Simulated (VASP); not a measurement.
SnP4:

```
Sn P
1.0
    -3.39982    3.39982    2.10613
     3.39982   -3.39982    2.10613
     3.39982    3.39982   -2.10613
Sn P
1 4
Direct
  0.00000 0.00000 0.00000
  0.59984 0.80104 0.40088
  0.40016 0.19896 0.59912
  0.80104 0.40016 0.20120
  0.19896 0.59984 0.79880
```

The cell was generated, and may not be a known phase.

| Item | Value |
| --- | --- |
| Program | VASP 6.6.1 |
| Task | relaxation of cell and atoms |
| Functional | PBE |
| Potentials or basis | VASP PAW PBE potentials, release 64 (Sn_d, P) |
| Cutoff | 600 eV |
| k mesh | 6 × 6 × 6 |
| Occupations | gaussian, width 0.1 eV |
| Spin | no spin polarisation |

At the start: pressure -7.2 GPa; volume 19.48 Å³/atom.

How do energy, volume and symmetry change on relaxing?

Over 35 steps the energy falls by 371.6 meV/atom and the volume is 20.48 Å³/atom (+5.2 %); space group I4/m (No. 87, to 0.1 Å) before and after.

The path:
| step | energy change (eV) | largest force (eV/Å) | pressure (GPa) | volume (Å³) |
| --- | --- | --- | --- | --- |
| 1 | 0.0000 | 0.3715 | -7.20 | 97.38 |
| 2 | -0.2953 | 0.5465 | 0.99 | 85.56 |
| 3 | -0.2959 | 0.5389 | 0.58 | 86.00 |
| 4 | -0.3589 | 0.5792 | 0.79 | 85.62 |
| 5 | -0.6356 | 0.9746 | 2.00 | 84.47 |
| 6 | -1.1524 | 0.4417 | 8.29 | 82.14 |
| 7 | -1.1358 | 0.2574 | 11.29 | 81.52 |
| 8 | -1.1587 | 0.2896 | 9.23 | 81.93 |
| 9 | -1.1756 | 0.2381 | 9.32 | 82.12 |
| 10 | -1.2142 | 0.1928 | 9.69 | 82.68 |
| 11 | -1.2359 | 0.5848 | 10.81 | 83.82 |
| 12 | -1.3003 | 0.5166 | 9.58 | 84.98 |
| 13 | -1.4519 | 0.2984 | 6.37 | 88.52 |
| 14 | -1.5944 | 0.1970 | 1.21 | 95.89 |
| 15 | -1.6005 | 0.2847 | 0.28 | 97.58 |
| 16 | -1.6191 | 0.3831 | 0.27 | 98.08 |
| 17 | -1.6961 | 0.5569 | 0.16 | 99.55 |
| 18 | -1.8187 | 0.2891 | -0.32 | 102.49 |
| 19 | -1.8012 | 0.5100 | 0.13 | 108.33 |
| 20 | -1.8349 | 0.2706 | -0.30 | 106.02 |
| 21 | -1.8440 | 0.0122 | -0.44 | 104.26 |
| 22 | -1.8444 | 0.0749 | -0.43 | 104.67 |
| 23 | -1.8445 | 0.0516 | -0.43 | 104.53 |
| 24 | -1.8480 | 0.0914 | -0.07 | 103.78 |
| 25 | -1.8500 | 0.1384 | 0.36 | 102.91 |
| 26 | -1.8525 | 0.0708 | 0.14 | 102.83 |
| 27 | -1.8540 | 0.0961 | -0.26 | 102.68 |
| 28 | -1.8553 | 0.0886 | -0.17 | 102.30 |
| 29 | -1.8560 | 0.0808 | 0.09 | 101.40 |
| 30 | -1.8563 | 0.0808 | -0.02 | 101.76 |
| 31 | -1.8563 | 0.0808 | 0.01 | 101.69 |
| 32 | -1.8570 | 0.0521 | 0.09 | 101.74 |
| 33 | -1.8573 | 0.0632 | 0.19 | 101.79 |
| 34 | -1.8578 | 0.0503 | 0.07 | 102.00 |
| 35 | -1.8582 | 0.0268 | -0.21 | 102.42 |

Final structure:
```
CELL_PARAMETERS angstrom
-3.46894 3.46894 2.12788
3.46894 -3.46894 2.12788
3.46894 3.46894 -2.12788
ATOMIC_POSITIONS crystal
Sn 0.00000 0.00000 0.00000
P 0.59047 0.87024 0.46071
P 0.40953 0.12976 0.53929
P 0.87024 0.40953 0.27978
P 0.12976 0.59047 0.72022
```
